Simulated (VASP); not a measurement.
Wanted: the native input for a VASP 6.6.1 run.

| Quantity | Value |
| --- | --- |
| Task | electric field gradients |
| Functional | r2SCAN |
| Potentials or basis | VASP PAW PBE potentials, release 64 (Ti_sv, O) |
| Cutoff | 520 eV |
| k mesh | 5 × 3 × 4 |
| Occupations | fermi-dirac, width 0.02 eV |
| Spin | no spin polarisation |
| Dipole correction | no |
| Further INCAR settings | LREAL = Auto; ALGO = Normal; EDIFF = 1e-08; NBANDS = 114 |

Crystal: TiO2.

```xyz
24
Lattice="5.1450 0.0000 0.0000 0.0000 9.1850 0.0000 0.0000 0.0000 5.4470" Properties=species:S:1:pos:R:3 pbc="T T T"
Ti    0.7131    1.1847    4.9327
Ti    3.2856    3.4078    0.5143
Ti    4.4319    5.7772    3.2378
Ti    1.8594    8.0003    2.2092
Ti    4.4319    8.0003    0.5143
Ti    1.8594    5.7772    4.9327
Ti    0.7131    3.4078    2.2092
Ti    3.2856    1.1847    3.2378
O     2.3904    2.1116    4.8546
O     4.9629    2.4809    0.5924
O     2.7546    6.7041    3.3159
O     0.1821    7.0734    2.1311
O     2.7546    7.0734    0.5924
O     0.1821    6.7041    4.8546
O     2.3904    2.4809    2.1311
O     4.9629    2.1116    3.3159
O     4.1986    0.0897    4.6334
O     1.6261    4.5028    0.8136
O     0.9464    4.6822    3.5371
O     3.5189    9.0953    1.9099
O     0.9464    9.0953    0.8136
O     3.5189    4.6822    4.6334
O     4.1986    4.5028    1.9099
O     1.6261    0.0897    3.5371
```

One way to write it, as run:

POSCAR

```
TiO2
1.0
    5.1450000000      0.0000000000      0.0000000000
    0.0000000000      9.1850000000      0.0000000000
    0.0000000000      0.0000000000      5.4470000000
Ti O
8 16
Direct
    0.1386026301      0.1289862779      0.9055817602
    0.6386026301      0.3710137221      0.0944182398
    0.8613973699      0.6289862779      0.5944182398
    0.3613973699      0.8710137221      0.4055817602
    0.8613973699      0.8710137221      0.0944182398
    0.3613973699      0.6289862779      0.9055817602
    0.1386026301      0.3710137221      0.4055817602
    0.6386026301      0.1289862779      0.5944182398
    0.4646030524      0.2298952526      0.8912453654
    0.9646030524      0.2701047474      0.1087546346
    0.5353969476      0.7298952526      0.6087546346
    0.0353969476      0.7701047474      0.3912453654
    0.5353969476      0.7701047474      0.1087546346
    0.0353969476      0.7298952526      0.8912453654
    0.4646030524      0.2701047474      0.3912453654
    0.9646030524      0.2298952526      0.6087546346
    0.8160489736      0.0097709901      0.8506360972
    0.3160489736      0.4902290099      0.1493639028
    0.1839510264      0.5097709901      0.6493639028
    0.6839510264      0.9902290099      0.3506360972
    0.1839510264      0.9902290099      0.1493639028
    0.6839510264      0.5097709901      0.8506360972
    0.8160489736      0.4902290099      0.3506360972
    0.3160489736      0.0097709901      0.6493639028
```

INCAR.step1

```
PREC = Accurate
ENCUT = 520
ISMEAR = -1
SIGMA = 0.02
LREAL = Auto
LASPH = T
NELM = 60
NBANDS = 114
GGA = PE
ALGO = Normal
EDIFF = 1E-4
LWAVE = T
LCHARG = F
KPAR = 4
```

INCAR.step2

```
PREC = Accurate
ENCUT = 520
EDIFF = 1E-8
ISMEAR = -1
SIGMA = 0.02
LREAL = Auto
LASPH = T
NELM = 60
ALGO = Normal
ISIF = 2
LWAVE = F
LCHARG = F
METAGGA = R2SCAN
LMIXTAU = T
LEFG = T
NBANDS = 114
ISTART = 1
KPAR = 4
```

KPOINTS

```
Automatic mesh
0
Gamma
  5 3 4
```

Potentials or basis: VASP PAW PBE potentials, release 64 (Ti_sv, O).

Launch:

```bash
$ cat potpaw_PBE.64/Ti_sv/POTCAR potpaw_PBE.64/O/POTCAR > POTCAR
$ cp INCAR.step1 INCAR
$ mpirun -np 4 vasp_std > vasp.out
$ cp INCAR.step2 INCAR
$ mpirun -np 4 vasp_std > vasp.out
```

It gave:

```
Pressure                                : 1.0 GPa
Largest force                           : 0.107 eV/Å
Band gap on the k mesh                  : 2.76 eV
Largest electric field gradient by atom : Ti +18.7; O -24.4, -19.7 (each value once) V/Å²
```

Caveat: without QUAD_EFG the Cq values of the log hold for a quadrupole moment of 1 mb, not for the nuclei; the PAW data sets were made with another functional, which shifts forces and pressure a little.

Run time: 36 min on 4 MPI ranks on Oxide Virtual Turin-like Processor, with other jobs on the host, peak memory 0.56 GiB a rank.
